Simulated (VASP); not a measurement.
Runs of VASP 6.6.1 on MoS. The structure is that of space group Pm-3m (No. 221), or close to it. The cells are those of the table. 

```csv
cell,gap on the mesh (eV),pressure (GPa),moment (μB)
"a = 2.969 Å, 2 atoms",none,0.7,0.00
"a = 3.008 Å, 2 atoms",none,-8.1,0.00
"a = 2.944 Å, 2 atoms",none,6.9,0.00
"a = 3.024 Å, 2 atoms",none,-11.1,0.00
"a = 2.949 Å, 2 atoms",none,(b),0.00
"a = 3.058, b = 2.969, c = 2.969 Å, 2 atoms",none,(c),0.00
"a = 2.989 Å, 2 atoms",none,-4.1,0.00
"a = 2.929 Å, 2 atoms",none,(a),0.00
```

Alike in all rows: task single point; level PBEsol; potentials or basis VASP PAW PBE potentials, release 64 (Mo_sv, S); spin collinear, ferromagnetic start; k mesh 10 × 10 × 10; cutoff (eV) 520; smearing gaussian 0.05 eV.

Question: Estimate the missing entries.

Answer: (a) 11.2; (b) 5.5; (c) -6.1.

Caveats: the PAW data sets were made with another functional, which shifts forces and pressure a little.

A k mesh can miss the band edges, and the runs leave out spin-orbit coupling on Mo.

A gap of «none» marks levels without a gap at the run's occupations.
